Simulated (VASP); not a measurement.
The system is Ga.

```
Ga
1.0
     2.75977    0.00000    0.00000
     0.00000    3.25958    0.00000
    -1.33441    0.00000    3.96349
Ga
2
Direct
  0.13460 0.75000 0.77017
  0.86540 0.25000 0.22983
```

Program: VASP 6.6.1. Alike in all runs: task single point; no spin polarisation; cell as given; k mesh 10 × 8 × 7; cutoff (eV) 520; smearing fermi-dirac 0.05 eV.

Task: Order these runs on this cell by their pressure, lowest first.
A. level PBE; potentials or basis VASP PAW PBE potentials, release 64 (Ga_d)
B. level LDA; potentials or basis VASP PAW LDA potentials, release 64 (Ga_d)
C. level PBEsol; potentials or basis VASP PAW PBE potentials, release 64 (Ga_d)

Result: B (-1.6 GPa), C (0.5 GPa), A (4.6 GPa).

Caveats: the PAW data sets were made with another functional, which shifts forces and pressure a little (at least some runs); the cell stands under pressure (at least some runs).
